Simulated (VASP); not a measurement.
# Zn (Fd-3m) in VASP: a series of runs

The runs below take Zn through single point, relaxation of cell and atoms, with PBE.

Program: VASP 6.6.1. These are calculated values, not measurements. Logs are shortened: lines on timing, memory, paths and dates and some standing lists are left out, and cuts for length are marked.

## 1. The cell of the first run

The structure is cubic, space group Fd-3m (No. 227). The conventional cell has a = 5.816 Å, b = 5.816 Å, c = 5.816 Å, α = 90.00°, β = 90.00°, γ = 90.00°. Zn (site symmetry -43m) has 4 Zn at 2.52 Å within 3.3 Å.

This isn't the form of Zn at room conditions, which is hcp.

## 2. Single point, PBE

Contents of INCAR:

```
ALGO = Normal ; EDIFF = 1E-7
ENCUT = 520 ; GGA = PE
ISIF = 2 ; ISMEAR = 0
LASPH = True ; LCHARG = False
LREAL = False ; LWAVE = False
NBANDS = 19 ; NELM = 100
PREC = Accurate ; SIGMA = 0.05
```

Contents of KPOINTS:

```
k-points
0
Gamma
  13 13 13
```

Contents of POSCAR:

```
Zn
1.0
    0.0000000000      2.9080258286      2.9080258286
    2.9080258286      0.0000000000      2.9080258286
    2.9080258286      2.9080258286      0.0000000000
Zn
2
Direct
    0.0000000000      0.0000000000      0.0000000000
    0.2500000000      0.2500000000      0.2500000000
```

Potentials or basis: VASP PAW PBE potentials, release 64 (Zn).

The run is started by

```console
> cat potpaw_PBE.64/Zn/POTCAR > POTCAR
> mpirun -np 1 vasp_std > vasp.out
```

OUTCAR:

```text
EDIFF = 1E-7
   ENCUT = 520
   GGA = PE
   ISIF = 2
   ISMEAR = 0
   LASPH = True
   LREAL = False
   NELM = 100
   PREC = Accurate

 ion  position               nearest neighbor table
   1  0.000  0.000  0.000-   2 2.52   2 2.52   2 2.52   2 2.52
   2  0.250  0.250  0.250-   1 2.52   1 2.52   1 2.52   1 2.52

  LATTYP: Found a face centered cubic cell.
 ALAT       =     5.8160516572

  Lattice vectors:

 A1 = (   0.0000000000,   2.9080258286,   2.9080258286)
 A2 = (   2.9080258286,   0.0000000000,   2.9080258286)
 A3 = (   2.9080258286,   2.9080258286,   0.0000000000)

Analysis of symmetry for initial positions (statically):
=====================================================================
 Subroutine PRICEL returns:
 Original cell was already a primitive cell.

 Routine SETGRP: Setting up the symmetry group for a
 face centered cubic supercell.

 Subroutine GETGRP returns: Found 48 space group operations
 (whereof 24 operations were pure point group operations)
 out of a pool of 48 trial point group operations.

The static configuration has the point symmetry T_d .
 The point group associated with its full space group is O_h .

Analysis of symmetry for dynamics (positions and initial velocities):
=====================================================================
 Subroutine PRICEL returns:
 Original cell was already a primitive cell.

 Routine SETGRP: Setting up the symmetry group for a
 face centered cubic supercell.

 Subroutine GETGRP returns: Found 48 space group operations
 (whereof 24 operations were pure point group operations)
 out of a pool of 48 trial point group operations.

The dynamic configuration has the point symmetry T_d .
 The point group associated with its full space group is O_h .

 Subroutine INISYM returns: Found 48 space group operations
 (whereof 24 operations are pure point group operations),
 and found     1 'primitive' translations

----------------------------------------------------------------------------------------

                                     Primitive cell

  volume of cell :      49.1841

  direct lattice vectors                    reciprocal lattice vectors
     0.000000000  2.908025829  2.908025829    -0.171937950  0.171937950  0.171937950
[... 80 lines left out ...]
   ISPIN  =      1    spin polarized calculation?
   LNONCOLLINEAR =      F non collinear calculations
   LSORBIT =      F    spin-orbit coupling
   LASPH  =      T    aspherical Exc in radial PAW
   ENCUT  =  520.0 eV  38.22 Ry    6.18 a.u.   7.65  7.65  7.65*2*pi/ulx,y,z
   NELM   =    100;   NELMIN=  2; NELMDL= -5     # of ELM steps
   EDIFF  = 0.1E-06   stopping-criterion for ELM
   LREAL  =      F    real-space projection
   EDIFFG = 0.1E-05   stopping-criterion for IOM
   NSW    =      0    number of steps for IOM
   IBRION =     -1    ionic relax: 0-MD 1-quasi-New 2-CG
   NFREE  =      0    steps in history (QN), initial steepest desc. (CG)
   ISIF   =      2    stress and relaxation
   ISYM   =      2    0-nonsym 1-usesym 2-fastsym
   POTIM  = 0.5000    time-step for ionic-motion
   TEBEG  =    0.0;   TEEND  =   0.0 temperature during run
   PSTRESS=    0.0 pullay stress
   NELECT =      24.0000    total number of electrons
   NUPDOWN=      -1.0000    fix difference up-down
   EMIN   =  10.00;   EMAX   =-10.00  energy-range for DOS
   EFERMI =   0.00;   METHOD = LEGACY
   ISMEAR =     0;   SIGMA  =   0.05  broadening in eV -4-tet -1-fermi 0-gaus
   EFERMI_NEDOS =   21; number of points for ismear=-14 and -15
   IALGO  =     38    algorithm
   IMIX   =      4    mixing-type and parameters
     AMIX     =   0.40;   BMIX     =  1.00
     AMIX_MAG =   1.60;   BMIX_MAG =  1.00
  volume/ion in A,a.u.               =      24.59       165.96
  Fermi-wavevector in a.u.,A,eV,Ry     =   1.288854  2.435581 22.601238  1.661144
  Thomas-Fermi vector in A             =   2.420782
   LORBIT       =      0    0 simple, 1 ext, 2 COOP (PROOUT), +10 PAW based schemes
   GGA     = PE    functional components
   LHFCALC =     F    Hartree Fock is set to
   AEXX    =    0.0000 exact exchange contribution
   IVDW    =     0    specifies the selected vdW correction
   LEPSILON=     F    determine dielectric tensor
   LRPA    =     F    only Hartree local field effects (RPA)
 non-spin polarized calculation
 Gauss-broadening in eV      SIGMA  =   0.05
  energy-cutoff  :      520.00
  volume of cell :       49.18
 maximum number of plane-waves:      1363
   NGX = 15   NGY = 15   NGZ = 15

 number of electron      24.0000013 magnetization

 Free energy of the ion-electron system (eV)
  ---------------------------------------------------
  ext. energy  EPLUGINS =         0.00000000
  ---------------------------------------------------
  free energy    TOTEN  =        -1.27991370 eV

  energy without entropy =       -1.27836685  energy(sigma->0) =       -1.27914027

 E-fermi :   0.2870     XC(G=0):  -8.9650

 val. band max:        0.2393100921   @ k =  -0.3846   0.3077   0.0769
 cond. band min:       0.3011173302   @ k =   0.3846   0.3077   0.0769
 fundamental gap:      0.0618072382
 Fermi energy:         0.2870285642

 k-point     1 :       0.0000    0.0000    0.0000
  band No.  band energies     occupation
      1      -7.2551      2.00000
      2      -7.2412      2.00000
      3      -7.2412      2.00000
      4      -7.2412      2.00000
      5      -7.2011      2.00000
      6      -7.2011      2.00000
[... 505 lines left out ...]
      6      -6.9649      2.00000
[... 11 lines left out ...]
     18       9.9607      0.00000
     19      11.7440      0.00000

 [... further k-points ...]

------------------------ aborting loop because EDIFF is reached ----------------------------------------

  FORCE on cell =-STRESS in cart. coord.  units (eV):
  Direction    XX          YY          ZZ          XY          YZ          ZX
  --------------------------------------------------------------------------------------
  -------------------------------------------------------------------------------------
  Total        0.0517056      0.0517056      0.0517056     -0.0000000     -0.0000000     -0.0000000
  in kB        1.6843167      1.6843167      1.6843167     -0.0000000     -0.0000000     -0.0000000
  external PRESSURE =       1.6843167 kB  Pullay stress =       0.0000000 kB

 VOLUME and BASIS-vectors are now :
 -----------------------------------------------------------------------------
  energy-cutoff  :      520.00
  volume of cell :       49.18
      direct lattice vectors                 reciprocal lattice vectors
     0.000000000  2.908025829  2.908025829    -0.171937950  0.171937950  0.171937950
     2.908025829  0.000000000  2.908025829     0.171937950 -0.171937950  0.171937950
     2.908025829  2.908025829  0.000000000     0.171937950  0.171937950 -0.171937950

 POSITION                                       TOTAL-FORCE (eV/Angst)
 -----------------------------------------------------------------------------------
      0.00000      0.00000      0.00000        -0.000000     -0.000000     -0.000000
      1.45401      1.45401      1.45401         0.000000      0.000000      0.000000
 -----------------------------------------------------------------------------------
    total drift:                               -0.000000      0.000000      0.000000

  FREE ENERGIE OF THE ION-ELECTRON SYSTEM (eV)
  ---------------------------------------------------
  free  energy   TOTEN  =        -1.2799136980 eV

  energy  without entropy=       -1.2783668468  energy(sigma->0) =       -1.27914027
```

OSZICAR:

```text
N       E                     dE             d eps       ncg     rms          rms(c)
DAV:   1     0.117716377689E+03    0.11772E+03   -0.12408E+04  3208   0.171E+03
DAV:   2     0.471552862972E+01   -0.11300E+03   -0.11030E+03  3204   0.288E+02
DAV:   3    -0.133409723740E+01   -0.60496E+01   -0.60294E+01  3507   0.730E+01
DAV:   4    -0.138499026395E+01   -0.50893E-01   -0.50882E-01  3541   0.752E+00
DAV:   5    -0.138507934785E+01   -0.89084E-04   -0.89083E-04  3469   0.267E-01    0.226E+00
DAV:   6    -0.128457547243E+01    0.10050E+00   -0.46672E-01  3748   0.122E+01    0.171E+00
DAV:   7    -0.128128996018E+01    0.32855E-02   -0.16830E-02  3462   0.182E+00    0.853E-01
DAV:   8    -0.127985003613E+01    0.14399E-02   -0.28254E-03  3486   0.439E-01    0.420E-02
DAV:   9    -0.127990959831E+01   -0.59562E-04   -0.17050E-04  3572   0.108E-01    0.382E-02
DAV:  10    -0.127991437329E+01   -0.47750E-05   -0.22762E-05  3404   0.380E-02    0.448E-03
DAV:  11    -0.127991405449E+01    0.31879E-06   -0.25027E-07  3075   0.604E-03    0.387E-03
DAV:  12    -0.127991369445E+01    0.36005E-06   -0.32538E-07  2858   0.269E-03    0.698E-04
DAV:  13    -0.127991369800E+01   -0.35557E-08   -0.40248E-09  1898   0.478E-04
   1 F= -.12799137E+01 E0= -.12791403E+01  d E =-.154685E-02
```

Run time: 60 s. Hardware: 1 thread of Intel Xeon Platinum 8488C (Sapphire Rapids), shared host; peak memory 0.2 GiB.

Results:

- Free energy: -1.2799 eV
- Pressure: 0.2 GPa
- Band gap on the k mesh: zero (bands 12 and 13 overlap by 5.84 eV)

## 3. Relaxation of cell and atoms, PBE

This run uses another cell than the first one, of 19.90 Å³/atom.

Contents of INCAR:

```
SYSTEM = Zn
ALGO = Normal ; EDIFF = 1E-7
EDIFFG = -0.03 ; ENCUT = 600
GGA = PE ; IBRION = 2
ISIF = 3 ; ISMEAR = 0
LASPH = .True. ; LCHARG = .False.
LREAL = .False. ; LWAVE = .False.
NELM = 100 ; NSW = 80
PREC = Accurate ; SIGMA = 0.05
```

Contents of KPOINTS:

```
k-points
0
Gamma
  13 13 13
  0 0 0
```

Contents of POSCAR:

```
Zn
1.0
    0.0000000000      2.7100000000      2.7100000000
    2.7100000000      0.0000000000      2.7100000000
    2.7100000000      2.7100000000      0.0000000000
Zn
2
Direct
    0.0000000000      0.0000000000      0.0000000000
    0.2500000000      0.2500000000      0.2500000000
```

Potentials or basis: VASP PAW PBE potentials, release 64 (Zn).

The run is started by

```console
> cat potpaw_PBE.64/Zn/POTCAR > POTCAR
> mpirun -np 1 vasp_std > vasp.out
```

Wall time 2.8 min (1 thread of Intel Xeon Platinum 8488C (Sapphire Rapids), shared host); peak memory 0.21 GiB.

The run converged. Its results:

```yaml
Free_energy: -1.2781 eV
Relaxed_volume: 24.80 Å³/atom
Relaxed_cell: a = 4.124 Å, b = 4.124 Å, c = 4.124 Å, α = 60.00°, β = 60.00°, γ = 60.00°
Space_group_after_relaxing_to_0.1_Å: Fd-3m (No. 227)
Energy_gained_by_relaxing: 123.2 meV/atom
Ionic_steps: 4
Pressure_after_relaxing: -0.1 GPa
Band_gap_on_the_k_mesh: zero (bands 12 and 13 overlap by 5.78 eV)
```

The path:
| step | energy change (eV) | largest force (eV/Å) | pressure (GPa) | volume (Å³) |
| --- | --- | --- | --- | --- |
| 1 | 0.0000 | 0.0000 | 10.30 | 39.81 |
| 2 | -0.2404 | 0.0000 | 1.12 | 47.64 |
| 3 | -0.2455 | 0.0000 | -0.36 | 50.28 |
| 4 | -0.2464 | 0.0000 | -0.06 | 49.60 |

Final structure:
```
Zn
1.0
     0.00000    2.91620    2.91620
     2.91620    0.00000    2.91620
     2.91620    2.91620    0.00000
Zn
2
Direct
  0.00000 0.00000 0.00000
  0.25000 0.25000 0.25000
```

Levels at points of the mesh, in eV from the Fermi level:
```tsv
k point	band 9	band 10	band 11	band 12	band 13	band 14	band 15	band 16
(0.00, 0.00, 0.00)	-6.92	-6.73	-6.73	5.18	5.18	5.18	6.66	6.66
```

Caveat: the volume moved by over 15 % at a fixed basis, so the end points are rough.
